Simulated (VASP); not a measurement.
A run of VASP 6.6.1:

File INCAR:

```
ALGO = Normal
EDIFF = 1E-6
ENCUT = 500
GGA = CA
GGA_COMPAT = False
ISIF = 2
ISMEAR = 0
LASPH = True
LCHARG = False
LREAL = False
LWAVE = False
NBANDS = 15
NELM = 120
PREC = Accurate
SIGMA = 0.1
```

The input KPOINTS:

```
k-points
0
Gamma
  6 6 6
```

The input POSCAR:

```
KCl
1.0
    0.0000000000      3.1418713000      3.1418713000
    3.1418713000      0.0000000000      3.1418713000
    3.1418713000      3.1418713000      0.0000000000
K Cl
1 1
Direct
    0.0000000000      0.0000000000      0.0000000000
    0.5000000000      0.5000000000      0.5000000000
```

Potentials or basis: VASP PAW LDA potentials, release 64 (K_sv, Cl).

Run with:

```bash
$ cat potpaw_LDA.64/K_sv/POTCAR potpaw_LDA.64/Cl/POTCAR > POTCAR
$ mpirun -np 1 vasp_std > vasp.out
```

Hardware: 1 thread of Intel(R) Xeon(R) Platinum 8375C CPU @ 2.90GHz (Ice Lake), with other jobs on the host.

Problem. Estimate the wall time of this run.

Solution. Run time: 6.4 s on 1 thread of Intel(R) Xeon(R) Platinum 8375C CPU @ 2.90GHz (Ice Lake), on a shared host, peak memory 0.16 GiB. Counts: scf iterations 12, k points 16.
